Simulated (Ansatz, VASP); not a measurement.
## One calculation of Pt, two programs

INCAR

```
  PREC = Accurate
  ENCUT = 520
  EDIFF = 1E-6
  ISMEAR = 0
  SIGMA = 0.15
  LREAL = False
  LASPH = True
  NELM = 60
  ALGO = Fast
  ISIF = 2
  LWAVE = False
  LCHARG = True
  GGA = PS
  LELF = True
  LVHAR = True
  NBANDS = 17
```

Contents of KPOINTS:

```
regular mesh
0
Gamma
  18 18 10
```

The input POSCAR:

```
Pt
1.0
    2.7606656158      0.0000000000      0.1293371841
   -1.3803328079      2.3908065546     -0.0646685920
    0.2245114779      0.0000000000      4.7921340000
Pt
2
Direct
    0.6666666667      0.3333333333      0.7500000000
    0.3333333333      0.6666666667      0.2500000000
```

Input for Ansatz:

```yaml
crystal:
  lattice:
    - [2.7606656158, 0.0, 0.1293371841]
    - [-1.3803328079, 2.3908065546, -0.064668592]
    - [0.2245114779, 0.0, 4.792134]
  atoms:
    - { symbol: Pt, position: [0.6666666667, 0.3333333333, 0.75] }
    - { symbol: Pt, position: [0.3333333333, 0.6666666667, 0.25] }
basis:
  ecutwfc: 420
kpoints:
  mp_grid: { grid: [18, 18, 10] }
hamiltonian:
  xc: pbesol
scf:
  occupations: { method: gaussian, width: 0.15 }
output:
  forces: true
  stress: true
  eigenvalues: true
```

Change from the starting cell: strain +0.0937 x Voigt [0, 0, 0, 0, 1, 0], atoms carried along.

Alike in both runs: task single point; functional PBEsol; k mesh 18 × 18 × 10; occupations gaussian, width 0.15 eV; no spin polarisation.

```csv
,VASP,Ansatz
version,VASP 6.6.1,Ansatz 0.2.0
potentials or method,"VASP PAW PBE potentials, release 64 (Pt), cutoff 520 eV","scalar-relativistic, plane waves, PAW"
valence electrons in the cell,20,36
```

```tsv
	VASP	Ansatz	Ansatz less VASP
gap on the k mesh at the Fermi level (eV)	none	none	-
pressure (GPa)	-10.2	-9.8	+0.38
traceless stress, the component that is largest in VASP (GPa)	-1.29	-1.30	-0.007
rms of the force components (eV/Å)	0.026	0.025	-0.0003
```

VASP's potentials were made for PBE, not for PBEsol. Atom by atom the forces differ by 0.000 eV/Å (rms over components). A gap of «none» marks a metal or a gap that the smearing closes. With one functional, cell and mesh, what is left measures potentials, basis and numerics. VASP's potentials hold 20 valence electrons a cell and Ansatz's 36, so a difference there can come from the potentials and not from the codes.

Spin-orbit coupling is off throughout.
